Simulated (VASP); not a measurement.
A run of VASP 6.6.1:

File INCAR:

```
PREC = Accurate
ENCUT = 520
EDIFF = 1E-6
ISMEAR = -1
SIGMA = 0.05
LREAL = F
LASPH = T
NELM = 150
ALGO = Fast
ISIF = 2
LWAVE = F
LCHARG = T
ISPIN = 2
MAGMOM = 1 1 1 3
LORBIT = 11
LMAXMIX = 4
GGA = PE
LELF = T
LVHAR = T
NBANDS = 31
```

KPOINTS

```
regular mesh
0
Gamma
  8 8 8
```

POSCAR

```
FeNi3
1.0
    3.5212073368      0.0000000000      0.0000000000
    0.0000000000      3.5212073368      0.0000000000
    0.0000000000      0.0000000000      3.5212073368
Ni Fe
3 1
Direct
    0.5000000000      0.5000000000      0.0000000000
    0.5000000000      0.0000000000      0.5000000000
    0.0000000000      0.5000000000      0.5000000000
    0.0000000000      0.0000000000      0.0000000000
```

Potentials or basis: VASP PAW PBE potentials, release 64 (Ni, Fe).

Launch:

```bash
$ cat potpaw_PBE.64/Ni/POTCAR potpaw_PBE.64/Fe/POTCAR > POTCAR
$ mpirun -np 1 vasp_std > vasp.out
```

Hardware: 1 thread of Intel Xeon 8259CL, with other jobs on the host.

Task: Estimate the wall time of this run.

Result: It took 2.5 min on 1 thread of Intel Xeon 8259CL (shared host), peak memory 0.22 GiB. Counts: scf iterations 17, k points 35.
